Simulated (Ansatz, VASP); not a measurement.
## One calculation of BN, two programs

Contents of INCAR:

```
SYSTEM = BN
PREC     = Accurate       ! precision mode
ENCUT    = 520            ! plane-wave cutoff, eV
EDIFF    = 1E-6           ! SCF threshold, eV
ISMEAR   = 0              ! smearing method
SIGMA    = 0.05           ! smearing width, eV
LREAL    = .False.        ! projectors in reciprocal space
LASPH    = .True.         ! aspherical terms in the spheres
NELM     = 80             ! most SCF steps
ALGO     = Normal         ! electronic algorithm
ISIF     = 2              ! what is computed and relaxed
LWAVE    = .False.        ! write WAVECAR
LCHARG   = .False.        ! write CHGCAR
GGA      = PE             ! functional
NBANDS   = 11             ! bands
```

The input KPOINTS:

```
regular mesh
0
Gamma
  12 12 12
  0 0 0
```

The input POSCAR:

```
BN
1.0
    0.0000000000      1.7858059850      1.8130010000
    1.7858059850      0.0000000000      1.8130010000
    1.7858059850      1.7858059850      0.0000000000
B N
1 1
Direct
    0.0000000000      0.0000000000      0.0000000000
    0.7500000000      0.7500000000      0.7500000000
```

Input for Ansatz:

```yaml
crystal:
  lattice:
    - [0.0, 1.785805985, 1.813001]
    - [1.785805985, 0.0, 1.813001]
    - [1.785805985, 1.785805985, 0.0]
  atoms:
    - { symbol: B, position: [0.0, 0.0, 0.0] }
    - { symbol: "N", position: [0.75, 0.75, 0.75] }
basis:
  ecutwfc: 420
kpoints:
  mp_grid: { grid: [12, 12, 12] }
hamiltonian:
  xc: pbe
scf:
  occupations: { method: gaussian, width: 0.05 }
output:
  forces: true
  stress: true
  eigenvalues: true
```

Change from the starting cell: strain -0.015 along x and y, +0.000 along z, atoms carried along.

Alike in both runs: task single point; functional PBE; k mesh 12 × 12 × 12; occupations gaussian, width 0.05 eV; no spin polarisation.

```csv
,VASP,Ansatz
version,VASP 6.6.1,Ansatz 0.2.0
potentials or method,"VASP PAW PBE potentials, release 64 (B, N), cutoff 520 eV","scalar-relativistic, plane waves, PAW"
valence electrons in the cell,8,8
```

|  | VASP | Ansatz | Ansatz less VASP |
| --- | --- | --- | --- |
| gap on the k mesh at the Fermi level (eV) | 4.34 | 4.35 | +0.012 |
| least direct gap on the mesh (eV) | 8.83 | 8.85 | +0.011 |
| pressure (GPa) | 11.8 | 11.4 | -0.34 |
| traceless stress, the component that is largest in VASP (GPa) | -6.46 | -6.45 | +0.004 |
